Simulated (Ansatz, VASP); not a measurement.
AlN: VASP beside Ansatz

Contents of INCAR:

```
  PREC = Accurate
  ENCUT = 600
  EDIFF = 1E-7
  ISMEAR = 0
  SIGMA = 0.02
  LREAL = F
  LASPH = T
  NELM = 120
  ALGO = Normal
  ISIF = 3
  LWAVE = F
  LCHARG = F
  GGA = PS
  IVDW = 12
  IBRION = 2
  NSW = 100
  EDIFFG = -0.002
  GGA_COMPAT = F
  NELMIN = 4
```

Contents of KPOINTS:

```
regular mesh
0
Gamma
  10 10 10
```

Contents of POSCAR:

```
AlN
1.0
    0.0000000000      2.0080875652      2.0080875652
    2.0080875652      0.0000000000      2.0080875652
    2.0080875652      2.0080875652      0.0000000000
Al N
1 1
Direct
    0.5000000000      0.5000000000      0.5000000000
    0.0000000000      0.0000000000      0.0000000000
```

Input for Ansatz:

```yaml
crystal:
  lattice:
    - [0.0, 2.0080875652, 2.0080875652]
    - [2.0080875652, 0.0, 2.0080875652]
    - [2.0080875652, 2.0080875652, 0.0]
  atoms:
    - { symbol: Al, position: [0.5, 0.5, 0.5] }
    - { symbol: "N", position: [0.0, 0.0, 0.0] }
basis:
  ecutwfc: 420
kpoints:
  mp_grid: { grid: [10, 10, 10] }
hamiltonian:
  xc: pbesol
  dispersion: d3bj
  pseudopotentials: { kind: paw }
scf:
  occupations: { method: gaussian, width: 0.02 }
output:
  forces: true
  stress: true
  eigenvalues: true
  write_density: true
  write_potential: true
  elf: true
  volumetric_format: npy
relax:
  adjacent_minimum: "off"
  f_tol: 0.002
  max_steps: 80
  cell: { stress_tol: 0.02 }
```

Alike in both runs: task relaxation of cell and atoms; functional PBEsol; dispersion D3(BJ); k mesh 10 × 10 × 10; occupations gaussian, width 0.02 eV; no spin polarisation.

|  | VASP | Ansatz |
| --- | --- | --- |
| version | VASP 6.6.1 | Ansatz 0.2.0 |
| potentials or method | VASP PAW PBE potentials, release 64 (Al, N), cutoff 600 eV | scalar-relativistic, plane waves, PAW |
| valence electrons in the cell | 8 | 8 |

|  | VASP | Ansatz | Ansatz less VASP |
| --- | --- | --- | --- |
| gap on the k mesh at the Fermi level, each at its own relaxed structure (eV) | 4.75 | 4.75 | -0.003 |
| relaxed volume (Å³/atom) | 8.09 | 8.10 | +0.007 |
| relaxed cell length with the largest relative difference (Å) | 2.839 | 2.840 | +0.0008 |

VASP's potentials were made for PBE, not for PBEsol.
